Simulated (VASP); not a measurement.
A run of VASP 6.6.1 is set up as follows.

Contents of INCAR:

```
PREC     = Accurate       # precision mode
ENCUT    = 520            # plane-wave cutoff, eV
EDIFF    = 1E-6           # SCF threshold, eV
ISMEAR   = -1             # smearing method
SIGMA    = 0.05           # smearing width, eV
LREAL    = False          # projectors in reciprocal space
LASPH    = True           # aspherical terms in the spheres
NELM     = 150            # most SCF steps
ALGO     = Normal         # electronic algorithm
ISIF     = 2              # what is computed and relaxed
LWAVE    = False          # write WAVECAR
LCHARG   = False          # write CHGCAR
ISPIN    = 2              # spin polarisation
MAGMOM   = 1 1 0 0        # initial moments
LORBIT   = 11             # projections on sites
LMAXMIX  = 4              # l up to which the mixer works
GGA      = PS             # functional
NBANDS   = 26             # bands
```

Contents of KPOINTS:

```
Automatic mesh
0
Gamma
  9 8 6
```

The input POSCAR:

```
SiNi
1.0
    2.9438956517      0.0000000000      0.0000000000
    0.0000000000      3.2930784010      0.0000000000
    0.0000000000      0.0000000000      4.6649711431
Ni Si
2 2
Direct
    0.5000000000      0.5000000000      0.3432351395
    0.0000000000      0.0000000000      0.6567648605
    0.5000000000      0.5000000000      0.8420696358
    0.0000000000      0.0000000000      0.1579303642
```

Potentials or basis: VASP PAW PBE potentials, release 64 (Ni, Si).

Launch:

```console
$ cat potpaw_PBE.64/Ni/POTCAR potpaw_PBE.64/Si/POTCAR > POTCAR
$ mpirun -np 1 vasp_std > vasp.out
```

(1) What does it give for the largest force?

(2) Predict the net moment.

(3) What does it give for the pressure?

Answers

(1) 0.009 eV/Å.

(2) 0.00 μB per cell.

(3) 0.3 GPa.

Caveat: the PAW data sets were made with another functional, which shifts forces and pressure a little.
